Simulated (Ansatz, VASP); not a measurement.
## W: VASP beside Ansatz

```xyz
1
Lattice="0.0000 2.0698 2.0698 2.0698 0.0000 2.0698 2.0698 2.0698 0.0000" Properties=species:S:1:pos:R:3 pbc="T T T"
W     0.0000    0.0000    0.0000
```

Change from the starting cell: volume scaled by 1.06, crystal datasets.

Alike in both runs: task electric field gradients; functional PBEsol; k mesh 14 × 14 × 14; occupations fermi-dirac, width 0.05 eV; no spin polarisation.

|  | VASP | Ansatz |
| --- | --- | --- |
| version | VASP 6.6.1 | Ansatz 0.2.0 |
| potentials or method | VASP PAW PBE potentials, release 64 (W_sv), cutoff 520 eV | all-electron PAW with datasets made for the crystal, scalar-relativistic |

|  | VASP | Ansatz | Ansatz less VASP |
| --- | --- | --- | --- |
| pressure (GPa) | -25.1 | -25.3 | -0.15 |

VASP's potentials were made for PBE, not for PBEsol. Ansatz ran all-electron here, and VASP with PAW potentials.

Neither program's run includes spin-orbit coupling.
